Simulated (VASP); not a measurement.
Here is a VASP 6.6.1 calculation.

INCAR

```
SYSTEM = BAs
ALGO = Normal ; EDIFF = 1E-6
EDIFFG = -0.005 ; ENCUT = 600
IBRION = 2 ; ISIF = 3
ISMEAR = -1 ; LASPH = .TRUE.
LCHARG = .FALSE. ; LREAL = .FALSE.
LWAVE = .FALSE. ; NELM = 100
NSW = 80 ; PREC = Accurate
SIGMA = 0.02
```

KPOINTS

```
k-points
0
G
  8 8 8
  0 0 0
```

Contents of POSCAR:

```
BAs
1.0
    0.0000000000      2.4044049122      2.4044049122
    2.4044049122      0.0000000000      2.4044049122
    2.4044049122      2.4044049122      0.0000000000
B As
1 1
Direct
    0.0000000000      0.0000000000      0.0000000000
    0.2500000000      0.2500000000      0.2500000000
```

Potentials or basis: VASP PAW LDA potentials, release 64 (B, As).

Launch:

```bash
$ cat potpaw_LDA.64/B/POTCAR potpaw_LDA.64/As/POTCAR > POTCAR
$ mpirun -np 1 vasp_std > vasp.out
```

(1) Predict the relaxed cell.

(2) Estimate the relaxed volume.

## Answers

(1) a = 3.353 Å, b = 3.353 Å, c = 3.353 Å, α = 60.00°, β = 60.00°, γ = 60.00°.

(2) 13.33 Å³/atom.
